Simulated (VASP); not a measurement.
Crystal: Mg.

```
Mg
1.0
     5.70720    0.00000    0.00000
     0.00000    5.70720    0.00000
     0.00000    0.00000    5.70720
Mg
8
Direct
  0.00000 0.00000 0.00000
  0.50000 0.50000 0.50000
  0.25000 0.00000 0.50000
  0.75000 0.00000 0.50000
  0.50000 0.25000 0.00000
  0.50000 0.75000 0.00000
  0.00000 0.50000 0.25000
  0.00000 0.50000 0.75000
```

* Program: VASP 6.6.1
* Task: relaxation of cell and atoms
* Functional: RPBE
* Potentials or basis: VASP PAW PBE potentials, release 64 (Mg)
* Cutoff: 600 eV
* k mesh: 5 × 5 × 5
* Occupations: fermi-dirac, width 0.1 eV
* Spin: no spin polarisation

At the start: pressure 1.3 GPa; volume 23.24 Å³/atom.

Problem. How do energy, volume and symmetry change on relaxing?

Solution. Over 3 steps the energy falls by 3.5 meV/atom and the volume is 24.13 Å³/atom (+3.8 %); space group Pm-3n (No. 223, to 0.05 Å).

Step by step:
```csv
step,energy change (eV),largest force (eV/Å),pressure (GPa),volume (Å³)
1,0.0000,0.0000,1.31,185.90
2,-0.0260,0.0000,0.32,191.07
3,-0.0278,0.0000,-0.02,193.04
```

Final structure:
```cif
data_structure
_symmetry_space_group_name_H-M 'P 1'
_symmetry_Int_Tables_number 1
_cell_length_a 5.7793
_cell_length_b 5.7793
_cell_length_c 5.7793
_cell_angle_alpha 90.000
_cell_angle_beta 90.000
_cell_angle_gamma 90.000
_cell_volume 193.04
loop_
_atom_site_label
_atom_site_type_symbol
_atom_site_fract_x
_atom_site_fract_y
_atom_site_fract_z
_atom_site_occupancy
Mg1 Mg 0.00000 0.00000 0.00000 1
Mg2 Mg 0.50000 0.50000 0.50000 1
Mg3 Mg 0.25000 0.00000 0.50000 1
Mg4 Mg 0.75000 0.00000 0.50000 1
Mg5 Mg 0.50000 0.25000 0.00000 1
Mg6 Mg 0.50000 0.75000 0.00000 1
Mg7 Mg 0.00000 0.50000 0.25000 1
Mg8 Mg 0.00000 0.50000 0.75000 1
```

Caveat: the PAW data sets were made with another functional, which shifts forces and pressure a little.
